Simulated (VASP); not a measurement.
EuS:

```
CELL_PARAMETERS angstrom
0.00000 2.97850 2.97850
2.97850 0.00000 2.97850
2.97850 2.97850 0.00000
ATOMIC_POSITIONS crystal
Eu 0.00000 0.00000 0.00000
S 0.50000 0.50000 0.50000
```

Base run:

- Program: VASP 6.6.1
- Functional: PBEsol
- Potentials or basis: VASP PAW PBE potentials, release 64 (Eu, S)
- Cutoff: 600 eV
- k mesh: 7 × 7 × 7
- Occupations: fermi-dirac, width 0.3 eV
- Spin: collinear spin, ferromagnetic start
- Starting moments: [4.9, 0.0] μB

Its results: pressure -6.3 GPa; net moment 6.82 μB per cell; site moments Eu +6.50; S -0.06 μB.

Problem. The run is repeated on the same cell with these changes: hubbard terms from none to Eu f U = 1.5 eV. What comes out?

Solution. Pressure -5.2 GPa; net moment 6.87 μB per cell; site moments Eu +6.56; S -0.06 μB.

Caveats: the cell stands under tension; so wide a smearing shifts energies and pressures; the PAW data sets were made with another functional, which shifts forces and pressure a little; a cell with one magnetic atom can't hold antiferromagnetic order, which such compounds often take.
